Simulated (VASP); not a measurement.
# AlNi3 (Fm-3m) in VASP: further runs

The runs below take AlNi3 through single point, relaxation of cell and atoms, with PBE, LDA.

All numbers are computed with VASP 6.6.1; they aren't measurements. Logs are shortened: lines on timing, memory, paths and dates and some standing lists are left out, and cuts for length are marked.

## 1. The cell of the first run

It takes space group Fm-3m (No. 225, cubic). Conventional cell: a = 5.604 Å, b = 5.604 Å, c = 5.604 Å, α = 90.00°, β = 90.00°, γ = 90.00°. Al (site symmetry m-3m) has 14 Ni at 2.43 to 2.80 Å within 3.2 Å. Within 3.2 Å of Ni (site symmetry -43m) lie 4 Al at 2.43 Å and 10 Ni at 2.43 to 2.80 Å. Ni (site symmetry m-3m) has 8 Ni at 2.43 Å and 6 Al at 2.80 Å within 3.2 Å.

## 2. Single point, PBE, collinear spin, ferromagnetic start

The input, INCAR:

```
SYSTEM = AlNi3
ALGO = Normal ; EDIFF = 1E-6
ENCUT = 520 ; GGA = PE
ISIF = 2 ; ISMEAR = 0
ISPIN = 2 ; LASPH = .TRUE.
LCHARG = .FALSE. ; LMAXMIX = 4
LORBIT = 11 ; LREAL = .FALSE.
LWAVE = .FALSE. ; MAGMOM = 0 2 2 2
NBANDS = 28 ; NELM = 150
PREC = Accurate ; SIGMA = 0.1
```

The input, KPOINTS:

```
k-points
0
G
  6 6 6
  0 0 0
```

The input, POSCAR:

```
AlNi3
1.0
    0.0000000000      2.8018887551      2.8018887551
    2.8018887551      0.0000000000      2.8018887551
    2.8018887551      2.8018887551      0.0000000000
Al Ni
1 3
Direct
    0.5000000000      0.5000000000      0.5000000000
    0.2500000000      0.2500000000      0.2500000000
    0.0000000000      0.0000000000      0.0000000000
    0.7500000000      0.7500000000      0.7500000000
```

Potentials or basis: VASP PAW PBE potentials, release 64 (Al, Ni).

Started as:

```console
$ cat potpaw_PBE.64/Al/POTCAR potpaw_PBE.64/Ni/POTCAR > POTCAR
$ mpirun -np 1 vasp_std > vasp.out
```

OUTCAR:

```text
SYSTEM = AlNi3
   EDIFF = 1E-6
   ENCUT = 520
   GGA = PE
   ISIF = 2
   ISMEAR = 0
   ISPIN = 2
   LASPH = .TRUE.
   LORBIT = 11
   LREAL = .FALSE.
   NELM = 150
   PREC = Accurate

 ion  position               nearest neighbor table
   1  0.500  0.500  0.500-   2 2.43   4 2.43   2 2.43   2 2.43   4 2.43   2 2.43   4 2.43   4 2.43
                             3 2.80   3 2.80   3 2.80   3 2.80   3 2.80   3 2.80
   2  0.250  0.250  0.250-   3 2.43   1 2.43   3 2.43   1 2.43   3 2.43   3 2.43   1 2.43   1 2.43
                             4 2.80   4 2.80   4 2.80   4 2.80   4 2.80   4 2.80
   3  0.000  0.000  0.000-   4 2.43   2 2.43   4 2.43   2 2.43   4 2.43   4 2.43   2 2.43   2 2.43
                             1 2.80   1 2.80   1 2.80   1 2.80   1 2.80   1 2.80
   4  0.750  0.750  0.750-   1 2.43   3 2.43   1 2.43   1 2.43   3 2.43   1 2.43   3 2.43   3 2.43
                             2 2.80   2 2.80   2 2.80   2 2.80   2 2.80   2 2.80

  LATTYP: Found a face centered cubic cell.
 ALAT       =     5.6037775102

  Lattice vectors:

 A1 = (   0.0000000000,   2.8018887551,   2.8018887551)
 A2 = (   2.8018887551,   0.0000000000,   2.8018887551)
 A3 = (   2.8018887551,   2.8018887551,   0.0000000000)

Analysis of symmetry for initial positions (statically):
=====================================================================
 Subroutine PRICEL returns:
 Original cell was already a primitive cell.

 Routine SETGRP: Setting up the symmetry group for a
 face centered cubic supercell.

 Subroutine GETGRP returns: Found 48 space group operations
 (whereof 48 operations were pure point group operations)
 out of a pool of 48 trial point group operations.

The static configuration has the point symmetry O_h .

Analysis of symmetry for dynamics (positions and initial velocities):
=====================================================================
 Subroutine PRICEL returns:
 Original cell was already a primitive cell.

 Routine SETGRP: Setting up the symmetry group for a
 face centered cubic supercell.

 Subroutine GETGRP returns: Found 48 space group operations
 (whereof 48 operations were pure point group operations)
 out of a pool of 48 trial point group operations.

The dynamic configuration has the point symmetry O_h .

Analysis of structural, dynamic, and magnetic symmetry:
=====================================================================
 Subroutine PRICEL returns:
 Original cell was already a primitive cell.

 Routine SETGRP: Setting up the symmetry group for a
 face centered cubic supercell.

 Subroutine GETGRP returns: Found 48 space group operations
[... 128 lines left out ...]
   LRPA    =     F    only Hartree local field effects (RPA)
 spin polarized calculation
 Gauss-broadening in eV      SIGMA  =   0.10
  energy-cutoff  :      520.00
  volume of cell :       43.99
 maximum number of plane-waves:      1243
 NGX is ok and might be reduce to    30
   NGX = 15   NGY = 15   NGZ = 15

 number of electron      33.0000016 magnetization      -0.0058214

 number of electron      33.0000016 magnetization       0.0009553

 Free energy of the ion-electron system (eV)
  ---------------------------------------------------
  ext. energy  EPLUGINS =         0.00000000
  ---------------------------------------------------
  free energy    TOTEN  =       -21.67786911 eV

  energy without entropy =      -21.66065040  energy(sigma->0) =      -21.66925976

 E-fermi :   9.9067     XC(G=0): -12.8136

 val. band max:        9.8699081144   @ k =  -0.3333   0.5000   0.1667
 cond. band min:       9.9227020064   @ k =   0.5000   0.5000   0.0000
 fundamental gap:      0.0527938920
 Fermi energy:         9.9067443847

 spin component 1

 k-point     1 :       0.0000    0.0000    0.0000
  band No.  band energies     occupation
      1      -0.2338      1.00000
      2       6.3609      1.00000
      3       6.3609      1.00000
      4       6.4828      1.00000
      5       6.4828      1.00000
      6       6.4828      1.00000
[... 485 lines left out ...]
     27      25.4388      0.00000
     28      26.5999      0.00000
 Fermi energy:         9.9067443847

 spin component 2

 k-point     1 :       0.0000    0.0000    0.0000
  band No.  band energies     occupation
      1      -0.2338      1.00000
      2       6.3613      1.00000
      3       6.3613      1.00000
      4       6.4831      1.00000
      5       6.4831      1.00000
      6       6.4831      1.00000
[... 485 lines left out ...]
     27      25.4388      0.00000
     28      26.5999      0.00000

------------------------ aborting loop because EDIFF is reached ----------------------------------------

  FORCE on cell =-STRESS in cart. coord.  units (eV):
  Direction    XX          YY          ZZ          XY          YZ          ZX
  --------------------------------------------------------------------------------------
  -------------------------------------------------------------------------------------
  Total        1.9218922      1.9218922      1.9218922     -0.0000000     -0.0000000      0.0000000
  in kB       69.9933785     69.9933785     69.9933785     -0.0000000     -0.0000000      0.0000000
  external PRESSURE =      69.9933785 kB  Pullay stress =       0.0000000 kB

 VOLUME and BASIS-vectors are now :
 -----------------------------------------------------------------------------
  energy-cutoff  :      520.00
  volume of cell :       43.99
      direct lattice vectors                 reciprocal lattice vectors
     0.000000000  2.801888755  2.801888755    -0.178451053  0.178451053  0.178451053
     2.801888755  0.000000000  2.801888755     0.178451053 -0.178451053  0.178451053
     2.801888755  2.801888755  0.000000000     0.178451053  0.178451053 -0.178451053

 POSITION                                       TOTAL-FORCE (eV/Angst)
 -----------------------------------------------------------------------------------
      2.80189      2.80189      2.80189         0.000000      0.000000      0.000000
      1.40094      1.40094      1.40094        -0.000000     -0.000000     -0.000000
      0.00000      0.00000      0.00000         0.000000      0.000000      0.000000
      4.20283      4.20283      4.20283         0.000000      0.000000      0.000000
 -----------------------------------------------------------------------------------
    total drift:                                0.000000     -0.000000      0.000000

  FREE ENERGIE OF THE ION-ELECTRON SYSTEM (eV)
  ---------------------------------------------------
  free  energy   TOTEN  =       -21.6778691081 eV

  energy  without entropy=      -21.6606504050  energy(sigma->0) =      -21.66925976

 total charge

# of ion       s       p       d       tot
------------------------------------------
    1        0.407   0.417   0.000   0.824
    2        0.484   0.529   8.444   9.457
    3        0.489   0.507   8.408   9.404
    4        0.484   0.529   8.444   9.457
--------------------------------------------------
tot          1.863   1.982  25.296  29.142

 magnetization (x)

# of ion       s       p       d       tot
------------------------------------------
    1       -0.000  -0.000   0.000  -0.000
    2        0.000  -0.000   0.000   0.000
    3       -0.000  -0.000   0.000   0.000
    4        0.000  -0.000   0.000   0.000
--------------------------------------------------
tot          0.000  -0.000   0.001   0.001
```

OSZICAR:

```text
N       E                     dE             d eps       ncg     rms          rms(c)
DAV:   1     0.198502890748E+03    0.19850E+03   -0.14031E+04  1824   0.152E+03
DAV:   2    -0.121505426680E+02   -0.21065E+03   -0.19621E+03  1808   0.297E+02
DAV:   3    -0.241394763591E+02   -0.11989E+02   -0.11460E+02  1992   0.888E+01
DAV:   4    -0.243521585040E+02   -0.21268E+00   -0.21230E+00  2036   0.112E+01
DAV:   5    -0.243603061918E+02   -0.81477E-02   -0.81465E-02  2132   0.194E+00    0.216E+01
DAV:   6    -0.252665982514E+02   -0.90629E+00   -0.27026E+01  2116   0.933E+01    0.191E+01
DAV:   7    -0.217416835311E+02    0.35249E+01   -0.94415E+00  2176   0.571E+01    0.557E+00
DAV:   8    -0.222228942769E+02   -0.48121E+00   -0.15592E+00  2088   0.393E+01    0.863E+00
DAV:   9    -0.216888997727E+02    0.53399E+00   -0.35397E-01  2260   0.251E+01    0.181E+00
DAV:  10    -0.216808708967E+02    0.80289E-02   -0.98880E-02  2636   0.425E+00    0.708E-01
DAV:  11    -0.216781085270E+02    0.27624E-02   -0.11041E-02  2376   0.137E+00    0.321E-01
DAV:  12    -0.216779177162E+02    0.19081E-03   -0.16580E-03  2236   0.108E+00    0.166E-01
DAV:  13    -0.216778646554E+02    0.53061E-04   -0.30762E-04  2304   0.385E-01    0.359E-02
DAV:  14    -0.216778734247E+02   -0.87693E-05   -0.41936E-05  2596   0.105E-01    0.316E-02
DAV:  15    -0.216778691350E+02    0.42897E-05   -0.88015E-06  2124   0.847E-02    0.614E-03
DAV:  16    -0.216778691081E+02    0.26915E-07   -0.80845E-07  1056   0.157E-02
   1 F= -.21677869E+02 E0= -.21669260E+02  d E =-.172187E-01  mag=     0.0004
```

stdout:

```text
POSCAR found type information on POSCAR AlNi
 POSCAR found :  2 types and       4 ions
 scaLAPACK will be used
 LDA part: xc-table for (Slater+PW92), standard interpolation
 POSCAR, INCAR and KPOINTS ok, starting setup
 FFT: planning ... GRIDC
 FFT: planning ... GRID_SOFT
 FFT: planning ... GRID
 WAVECAR not read
 entering main loop
```

It took 1.7 min on 1 thread of AMD EPYC 7R13, shared host; peak memory 0.17 GiB.

Results:

- Free energy: -21.6779 eV
- Pressure: 7.0 GPa
- Net moment: 0.00 μB per cell
- Valence electrons inside the program's atomic spheres: Al 0.82; Ni 9.46, 9.40 (each value once)

Levels at points of the mesh, in eV from the Fermi level:
Spin up:
```csv
k point,band 12,band 13,band 14,band 15,band 16,band 17,band 18,band 19,band 20,band 21
"(0.00, 0.00, 0.00)",-0.85,-0.51,-0.51,-0.47,-0.47,5.52,5.52,5.52,5.96,5.96
"(0.50, 0.00, 0.00)",-1.67,-0.59,-0.59,-0.42,-0.42,-0.09,4.40,4.40,4.84,4.84
"(0.50, 0.50, 0.00)",-1.13,-1.00,-0.69,-0.54,-0.32,-0.30,-0.30,0.02,4.34,4.73
```
Spin down:
```tsv
k point	band 13	band 14	band 15	band 16	band 17	band 18	band 19	band 20
(0.00, 0.00, 0.00)	-0.51	-0.51	-0.47	-0.47	5.52	5.52	5.52	5.96
(0.50, 0.00, 0.00)	-0.59	-0.59	-0.42	-0.42	-0.09	4.40	4.40	4.84
(0.50, 0.50, 0.00)	-1.00	-0.69	-0.54	-0.32	-0.30	-0.30	0.02	4.34
```

Caveat: the cell stands under pressure; the moments typed at the start vanished in this run.

## 3. Single point, PBE

This run uses another cell than the first one, of 11.41 Å³/atom.

The input, INCAR:

```
PREC = Accurate
ENCUT = 520
EDIFF = 1E-7
ISMEAR = 0
SIGMA = 0.1
LREAL = F
LASPH = T
NELM = 100
ALGO = Normal
ISIF = 2
LWAVE = F
LCHARG = F
GGA = PE
NBANDS = 24
```

The input, KPOINTS:

```
Automatic mesh
0
Gamma
  14 14 14
```

The input, POSCAR:

```
AlNi3
1.0
    0.0000000000      2.8361718554      2.8361718554
    2.8361718554      0.0000000000      2.8361718554
    2.8361718554      2.8361718554      0.0000000000
Al Ni
1 3
Direct
    0.5000000000      0.5000000000      0.5000000000
    0.2500000000      0.2500000000      0.2500000000
    0.0000000000      0.0000000000      0.0000000000
    0.7500000000      0.7500000000      0.7500000000
```

Potentials or basis: VASP PAW PBE potentials, release 64 (Al, Ni).

Started as:

```console
$ cat potpaw_PBE.64/Al/POTCAR potpaw_PBE.64/Ni/POTCAR > POTCAR
$ mpirun -np 1 vasp_std > vasp.out
```

OUTCAR:

```text
PREC = Accurate
   ENCUT = 520
   EDIFF = 1E-7
   ISMEAR = 0
   LREAL = F
   LASPH = T
   NELM = 100
   ISIF = 2
   GGA = PE

 ion  position               nearest neighbor table
   1  0.500  0.500  0.500-   2 2.46   2 2.46   2 2.46   2 2.46   4 2.46   4 2.46   4 2.46   4 2.46
                             3 2.84   3 2.84   3 2.84   3 2.84   3 2.84   3 2.84
   2  0.250  0.250  0.250-   3 2.46   3 2.46   3 2.46   1 2.46   3 2.46   1 2.46   1 2.46   1 2.46
                             4 2.84   4 2.84   4 2.84   4 2.84   4 2.84   4 2.84
[... 855 lines left out ...]
  -------------------------------------------------------------------------------------
  Total       -0.0083897     -0.0083897     -0.0083897     -0.0000000     -0.0000000      0.0000000
  in kB       -0.2945967     -0.2945967     -0.2945967     -0.0000000     -0.0000000      0.0000000
  external PRESSURE =      -0.2945967 kB  Pullay stress =       0.0000000 kB

 VOLUME and BASIS-vectors are now :
 -----------------------------------------------------------------------------
  energy-cutoff  :      520.00
  volume of cell :       45.63
      direct lattice vectors                 reciprocal lattice vectors
     0.000000000  2.836171855  2.836171855    -0.176293971  0.176293971  0.176293971
     2.836171855  0.000000000  2.836171855     0.176293971 -0.176293971  0.176293971
     2.836171855  2.836171855  0.000000000     0.176293971  0.176293971 -0.176293971

 POSITION                                       TOTAL-FORCE (eV/Angst)
 -----------------------------------------------------------------------------------
      2.83617      2.83617      2.83617         0.000000      0.000000      0.000000
      1.41809      1.41809      1.41809        -0.000000     -0.000000     -0.000000
      0.00000      0.00000      0.00000         0.000000      0.000000      0.000000
      4.25426      4.25426      4.25426         0.000000      0.000000      0.000000
 -----------------------------------------------------------------------------------
    total drift:                                0.000000     -0.000000      0.000000

  FREE ENERGIE OF THE ION-ELECTRON SYSTEM (eV)
  ---------------------------------------------------
  free  energy   TOTEN  =       -21.6961618171 eV

  energy  without entropy=      -21.6822520692  energy(sigma->0) =      -21.68920694
```

stdout:

```text
POSCAR found type information on POSCAR AlNi
 POSCAR found :  2 types and       4 ions
 scaLAPACK will be used
 LDA part: xc-table for (Slater+PW92), standard interpolation
 POSCAR, INCAR and KPOINTS ok, starting setup
 FFT: planning ... GRIDC
 FFT: planning ... GRID_SOFT
 FFT: planning ... GRID
 WAVECAR not read
 entering main loop
```

It took 4.2 min on 1 thread of AMD EPYC 7R13, shared host; peak memory 0.21 GiB.

Results:

```yaml
Free_energy: -21.6962 eV
Pressure: 0.0 GPa
Band_gap_on_the_k_mesh: zero (an odd number of electrons rules out a gap without spin polarisation)
```

Spin polarisation is off, so any magnetic state and its effect on volume and gap are missing.

## 4. Relaxation of cell and atoms, LDA

The input, INCAR:

```
SYSTEM = AlNi3
PREC = Accurate
ENCUT = 600
EDIFF = 1E-6
ISMEAR = 0
SIGMA = 0.1
LREAL = .False.
LASPH = .True.
NELM = 60
ALGO = Fast
ISIF = 3
LWAVE = .False.
LCHARG = .False.
IBRION = 2
NSW = 80
EDIFFG = -0.01
```

The input, KPOINTS:

```
regular mesh
0
Gamma
  14 14 14
  0 0 0
```

The input, POSCAR:

```
AlNi3
1.0
    0.0000000000      2.8018887551      2.8018887551
    2.8018887551      0.0000000000      2.8018887551
    2.8018887551      2.8018887551      0.0000000000
Al Ni
1 3
Direct
    0.5000000000      0.5000000000      0.5000000000
    0.2500000000      0.2500000000      0.2500000000
    0.0000000000      0.0000000000      0.0000000000
    0.7500000000      0.7500000000      0.7500000000
```

Potentials or basis: VASP PAW LDA potentials, release 64 (Al, Ni).

Started as:

```console
$ cat potpaw_LDA.64/Al/POTCAR potpaw_LDA.64/Ni/POTCAR > POTCAR
$ mpirun -np 1 vasp_std > vasp.out
```

Wall time 10 min (1 thread of AMD EPYC 7R13, shared host); peak memory 0.21 GiB.

It converged, with:

| Property | Result |
| --- | --- |
| Free energy | -25.6210 eV |
| Relaxed volume | 10.61 Å³/atom |
| Relaxed cell | a = 3.915 Å, b = 3.915 Å, c = 3.915 Å, α = 60.00°, β = 60.00°, γ = 60.00° |
| Space group after relaxing (to 0.1 Å) | Fm-3m (No. 225) |
| Energy gained by relaxing | 9.1 meV/atom |
| Ionic steps | 3 |
| Pressure after relaxing | 0.1 GPa |
| Band gap on the k mesh | zero (an odd number of electrons rules out a gap without spin polarisation) |

The path:
| step | energy change (eV) | largest force (eV/Å) | pressure (GPa) | volume (Å³) |
| --- | --- | --- | --- | --- |
| 1 | 0.0000 | 0.0000 | -7.02 | 43.99 |
| 2 | -0.0009 | 0.0000 | 8.26 | 40.99 |
| 3 | -0.0363 | 0.0000 | 0.10 | 42.43 |

Final structure:
```
Al Ni
1.0
     0.00000    2.76825    2.76825
     2.76825    0.00000    2.76825
     2.76825    2.76825    0.00000
Al Ni
1 3
Cartesian
  2.7682 2.7682 2.7682
  1.3841 1.3841 1.3841
  0.0000 0.0000 0.0000
  4.1524 4.1524 4.1524
```

Levels at points of the mesh, in eV from the Fermi level:
```csv
k point,band 14,band 15,band 16,band 17,band 18,band 19
"(0.00, 0.00, 0.00)",-0.60,-0.54,-0.54,5.60,5.60,5.60
"(0.50, 0.00, 0.00)",-0.69,-0.50,-0.50,-0.16,4.46,4.46
"(0.50, 0.50, 0.00)",-0.80,-0.64,-0.38,-0.38,-0.37,-0.04
```

Spin polarisation is off, so any magnetic state and its effect on volume and gap are missing.

The gap in the log of VASP goes by the Fermi energy; the results here count the filled bands.